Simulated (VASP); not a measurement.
**SrGe2Mo2: single point with PBE**

Crystal: SrGe2Mo2.

```
CELL_PARAMETERS angstrom
3.67048 0.00000 0.00000
0.00000 3.67048 0.00000
0.00000 0.00000 10.27087
ATOMIC_POSITIONS crystal
Sr 0.50000 0.50000 0.71274
Ge 0.50000 0.50000 0.01843
Ge 0.50000 0.50000 0.40705
Mo 0.50000 0.00000 0.21274
Mo 0.00000 0.50000 0.21274
```

The cell was generated, and may not be a known phase.

| Property | Result |
| --- | --- |
| Program | VASP 6.6.1 |
| Task | single point |
| Functional | PBE |
| Potentials or basis | VASP PAW PBE potentials, release 64 (Sr_sv, Ge_d, Mo_sv) |
| Cutoff | 520 eV |
| k mesh | 4 × 4 × 4 |
| Occupations | gaussian, width 0.1 eV |
| Spin | no spin polarisation |

- Pressure: 0.2 GPa
- Largest force: 0.033 eV/Å
- Band gap on the k mesh: zero (bands 33 and 34 overlap by 1.19 eV)

Forces in eV/Å, atoms in the order of the input:
```
Sr   0.000  0.000  0.000
Ge   0.000  0.000 -0.033
Ge   0.000  0.000  0.033
Mo   0.000  0.000  0.000
Mo   0.000  0.000  0.000
```

Levels at points of the mesh, in eV from the Fermi level:
```csv
k point,band 31,band 32,band 33,band 34,band 35,band 36
"(0.00, 0.00, 0.00)",-0.58,-0.56,0.98,1.20,2.04,2.04
"(0.50, 0.00, 0.00)",-0.72,-0.43,-0.35,0.15,0.24,0.77
"(0.50, 0.50, 0.00)",-0.86,-0.86,-0.72,-0.12,0.96,0.96
"(0.00, 0.00, 0.50)",-0.95,-0.21,1.04,1.14,2.05,2.05
"(0.50, 0.00, 0.50)",-0.72,-0.43,0.15,0.15,0.43,0.70
"(0.50, 0.50, 0.50)",-0.72,-0.72,-0.10,-0.09,0.95,0.95
```

Wall time 3.7 min on 1 thread of Oxide Virtual Turin-like Processor (shared host), peak memory 0.26 GiB.

Caveat: the k points lie up to 0.43 Å⁻¹ apart, too coarse for converged energies and pressures of a metal.
